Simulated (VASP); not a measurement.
V3NiMo:

```
V Ni Mo
1.0
     4.43906    0.00000    0.00000
     0.00000    4.43906    0.00000
     0.00000    0.00000    4.43906
V Ni Mo
3 1 1
Direct
  0.00000 0.50000 0.50000
  0.50000 0.00000 0.50000
  0.50000 0.50000 0.00000
  0.00000 0.00000 0.00000
  0.50000 0.50000 0.50000
```

- Program: VASP 6.6.1
- Task: relaxation of cell and atoms
- Functional: PBE
- Potentials or basis: VASP PAW PBE potentials, release 64 (V_sv, Ni, Mo_sv)
- Cutoff: 600 eV
- k mesh: 8 × 8 × 8
- Occupations: gaussian, width 0.1 eV
- Spin: no spin polarisation

At the start: pressure 2.2 GPa; volume 17.49 Å³/atom.

Task: Where does the relaxation end?

Result: Over 3 steps the energy falls by 2.2 meV/atom and the volume is 17.83 Å³/atom (+1.9 %); space group Pm-3m (No. 221, to 0.05 Å).

Step by step:
```csv
step,energy change (eV),largest force (eV/Å),pressure (GPa),volume (Å³)
1,0.0000,0.0000,2.18,87.47
2,-0.0037,0.0000,-1.65,90.53
3,-0.0110,0.0000,0.04,89.13
```

Final structure:
```
V Ni Mo
1.0
     4.46690    0.00000    0.00000
     0.00000    4.46690    0.00000
     0.00000    0.00000    4.46690
V Ni Mo
3 1 1
Direct
  0.00000 0.50000 0.50000
  0.50000 0.00000 0.50000
  0.50000 0.50000 0.00000
  0.00000 0.00000 0.00000
  0.50000 0.50000 0.50000
```
